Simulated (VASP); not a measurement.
Input of a VASP 6.6.1 run:

Contents of INCAR:

```
SYSTEM = C
PREC     = Accurate       ! precision mode
ENCUT    = 910            ! plane-wave cutoff, eV
EDIFF    = 1E-6           ! SCF threshold, eV
ISMEAR   = 0              ! smearing method
SIGMA    = 0.02           ! smearing width, eV
LREAL    = .False.        ! projectors in reciprocal space
LASPH    = .True.         ! aspherical terms in the spheres
NELM     = 120            ! most SCF steps
ALGO     = Normal         ! electronic algorithm
ISIF     = 2              ! what is computed and relaxed
LWAVE    = .False.        ! write WAVECAR
LCHARG   = .False.        ! write CHGCAR
GGA      = PS             ! functional
NBANDS   = 11             ! bands
GGA_COMPAT= .False.
```

Contents of KPOINTS:

```
regular mesh
0
Gamma
  12 12 12
  0 0 0
```

Contents of POSCAR:

```
C
1.0
    0.0000000000      1.7628552320      1.7628552320
    1.7628552320      0.0000000000      1.7628552320
    1.7628552320      1.7628552320      0.0000000000
C
2
Direct
    0.5000000000      0.5000000000      0.5000000000
    0.7500000000      0.7500000000      0.7500000000
```

Potentials or basis: VASP PAW PBE potentials, release 64 (C_h).

Launch:

```sh
$ cat potpaw_PBE.64/C_h/POTCAR > POTCAR
$ mpirun -np 1 vasp_std > vasp.out
```

(1) Estimate the pressure.

(2) Predict the band gap on the k mesh.

Answers

(1) 11.2 GPa.

(2) 4.12 eV, indirect (least direct gap 5.64 eV).

Caveat: the cell differs from its parent crystal (functional PBEsol, strained); the cutoff is under 1.25 times the usual one of these potentials, so pressure, stress and relaxed cells hold a basis-set (Pulay) error; the PAW data sets were made with another functional, which shifts forces and pressure a little.
